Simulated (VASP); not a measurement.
A run of VASP 6.6.1:

The input INCAR:

```
SYSTEM = Ag2O
PREC = Accurate ; ENCUT = 600
EDIFF = 1E-6 ; ISMEAR = 0
SIGMA = 0.01 ; LREAL = .FALSE.
LASPH = .TRUE. ; NELM = 120
ALGO = Normal ; ISIF = 2
LWAVE = .FALSE. ; LCHARG = .FALSE.
GGA = PE ; NBANDS = 37
GGA_COMPAT = .FALSE.
```

File KPOINTS:

```
Automatic mesh
0
G
  5 5 5
  0 0 0
```

File POSCAR:

```
Ag2O
1.0
    4.7180000000      0.0000000000      0.0000000000
    0.0000000000      4.7180000000      0.0000000000
    0.0000000000      0.0000000000      4.7180000000
Ag O
4 2
Direct
    0.2500000000      0.2500000000      0.2500000000
    0.2500000000      0.7500000000      0.7500000000
    0.7500000000      0.7500000000      0.2500000000
    0.7500000000      0.2500000000      0.7500000000
    0.0000000000      0.0000000000      0.0000000000
    0.5000000000      0.5000000000      0.5000000000
```

Potentials or basis: VASP PAW PBE potentials, release 64 (Ag, O).

The run is started by

```console
$ cat potpaw_PBE.64/Ag/POTCAR potpaw_PBE.64/O/POTCAR > POTCAR
$ mpirun -np 1 vasp_std > vasp.out
```

Hardware: 1 thread of Intel(R) Xeon(R) Platinum 8259CL CPU @ 2.50GHz (Skylake/Cascade Lake) (shared host).

Task: Estimate the wall time of this run.

Result: Wall time 41 s on 1 thread of Intel(R) Xeon(R) Platinum 8259CL CPU @ 2.50GHz (Skylake/Cascade Lake), on a shared host, peak memory 0.25 GiB. Counts: scf iterations 15, k points 10.
